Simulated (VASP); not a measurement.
Input of a VASP 6.6.1 run:

Contents of INCAR:

```
  ALGO = Normal
  EDIFF = 1E-6
  ENCUT = 520
  ISIF = 2
  ISMEAR = -1
  LASPH = T
  LCHARG = F
  LREAL = F
  LWAVE = F
  NBANDS = 21
  NELM = 60
  PREC = Accurate
  SIGMA = 0.05
```

KPOINTS

```
k-points
0
Gamma
  10 10 10
```

The input POSCAR:

```
Mo
1.0
    0.0000000000      2.7041431590      2.7041431590
    2.7041431590      0.0000000000      2.7041431590
    2.7041431590      2.7041431590      0.0000000000
Mo
2
Direct
   -0.1700000000     -0.1100000000     -0.1100000000
    0.1700000000      0.1100000000      0.1100000000
```

Potentials or basis: VASP PAW LDA potentials, release 64 (Mo_sv).

Launch:

```sh
$ cat potpaw_LDA.64/Mo_sv/POTCAR > POTCAR
$ mpirun -np 1 vasp_std > vasp.out
```

Task: Predict the largest force.

Result: 2.994 eV/Å.

Task: What does it give for the band gap on the k mesh?

Result: Zero (band 14 reaches 8.79 eV, above the bottom of band 15 at 8.16 eV).

Task: Predict the pressure.

Result: 18.9 GPa.

Stress tensor (GPa, compression positive):
```
 18.89 -12.13 -12.13
-12.13  18.89  12.13
-12.13  12.13  18.89
```

Caveat: the cell differs from its parent crystal (shortest bond scaled by 0.88); forces of over 1 eV/Å act on the atoms, so gaps and moduli don't describe the material at rest.
